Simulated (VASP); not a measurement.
Runs of VASP 6.6.1 on ScAlN2. The structure is that of space group P4/mmm (No. 123), or close to it. The cells are those of the table. 

```csv
cell,gap on the mesh (eV),pressure (GPa)
"a = 3.143, b = 3.143, c = 4.458 Å, 4 atoms",0.81,-13.6
"a = 3.045, b = 3.045, c = 4.319 Å, 4 atoms",0.64,(a)
"a = 2.940, b = 2.940, c = 4.170 Å, 4 atoms",0.37,34.9
"a = 3.095, b = 3.095, c = 4.390 Å, 4 atoms",0.74,(b)
"a = 2.993, b = 2.993, c = 4.246 Å, 4 atoms",(c),17.8
```

Alike in all rows: task single point; level PBE; potentials or basis VASP PAW PBE potentials, release 64 (Sc_sv, N, Al); no spin polarisation; k mesh 4 × 4 × 4; cutoff (eV) 520; smearing gaussian 0.01 eV.

Problem. Fill in the values left out.

Solution. (a) 4.6; (b) -5.7; (c) 0.52.

Caveats: all runs use coarse meshes.

A k mesh can miss the band edges.
